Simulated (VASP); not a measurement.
Here is a VASP 6.6.1 calculation.

The input POSCAR:

```
BAs
1.0
    0.0000000000      2.3885000000      2.3885000000
    2.3885000000      0.0000000000      2.3885000000
    2.3885000000      2.3885000000      0.0000000000
As B
1 1
Direct
    0.7500000000      0.7500000000      0.7500000000
    0.0000000000      0.0000000000      0.0000000000
```

INCAR.step1

```
PREC = Accurate
ENCUT = 520
EDIFF = 1E-5
ISMEAR = -1
SIGMA = 0.05
LREAL = False
LASPH = True
NELM = 60
ALGO = Normal
ISIF = 2
LWAVE = True
LCHARG = False
NBANDS = 11
GGA = PE
```

The input INCAR.step2:

```
PREC = Accurate
ENCUT = 520
EDIFF = 1E-7
ISMEAR = -1
SIGMA = 0.05
LREAL = False
LASPH = True
NELM = 60
ALGO = Normal
ISIF = 2
LWAVE = False
LCHARG = False
GGA = B3
LHFCALC = True
AEXX = 0.2
AGGAX = 0.72
AGGAC = 0.81
ALDAC = 0.19
PRECFOCK = Normal
NBANDS = 11
ISTART = 1
```

The input KPOINTS:

```
Automatic mesh
0
Gamma
  5 5 5
```

Potentials or basis: VASP PAW PBE potentials, release 64 (As, B).

The run is started by

```console
$ cat potpaw_PBE.64/As/POTCAR potpaw_PBE.64/B/POTCAR > POTCAR
$ cp INCAR.step1 INCAR
$ mpirun -np 1 vasp_std > vasp.out
$ cp INCAR.step2 INCAR
$ mpirun -np 1 vasp_std > vasp.out
```

Task: Estimate the pressure.

Result: 4.4 GPa.

Task: What does it give for the band gap on the k mesh?

Result: 2.53 eV (least direct gap 4.64 eV).

Caveat: the k points lie up to 0.46 Å⁻¹ apart; the PAW data sets were made with another functional, which shifts forces and pressure a little; an odd mesh through Γ misses points on the zone boundary, where band edges can lie.
